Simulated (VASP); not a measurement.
Here is a VASP 6.6.1 calculation.

Contents of POSCAR:

```
Be2C
1.0
    0.0000000000      2.1604856281      2.1604856281
    2.1604856281      0.0000000000      2.1604856281
    2.1604856281      2.1604856281      0.0000000000
C Be
1 2
Direct
    0.0000000000      0.0000000000      0.0000000000
    0.2500000000      0.2500000000      0.2500000000
    0.7500000000      0.7500000000      0.7500000000
```

File INCAR.step1:

```
PREC = Accurate ; ENCUT = 660
ISMEAR = -5 ; SIGMA = 0.1
LREAL = False ; LASPH = True
NELM = 120 ; NBANDS = 11
GGA = PE ; ALGO = Normal
EDIFF = 1E-5 ; LWAVE = True
LCHARG = False ; GGA_COMPAT = False
```

INCAR.step2

```
PREC = Accurate ; ENCUT = 660
EDIFF = 1E-6 ; ISMEAR = -5
SIGMA = 0.1 ; LREAL = False
LASPH = True ; NELM = 120
ALGO = Normal ; ISIF = 2
LWAVE = False ; LCHARG = False
METAGGA = R2SCAN ; LMIXTAU = True
NBANDS = 11 ; ISTART = 1
GGA_COMPAT = False
```

The input KPOINTS:

```
Automatic mesh
0
Gamma
  8 8 8
```

Potentials or basis: VASP PAW PBE potentials, release 64 (C, Be).

Command:

```bash
$ cat potpaw_PBE.64/C/POTCAR potpaw_PBE.64/Be/POTCAR > POTCAR
$ cp INCAR.step1 INCAR
$ mpirun -np 1 vasp_std > vasp.out
$ cp INCAR.step2 INCAR
$ mpirun -np 1 vasp_std > vasp.out
```

Predict the pressure.

0.8 GPa.

Predict the band gap on the k mesh.

1.53 eV, indirect (least direct gap 4.63 eV).

Caveat: the PAW data sets were made with another functional, which shifts forces and pressure a little. A k mesh can miss the band edges.
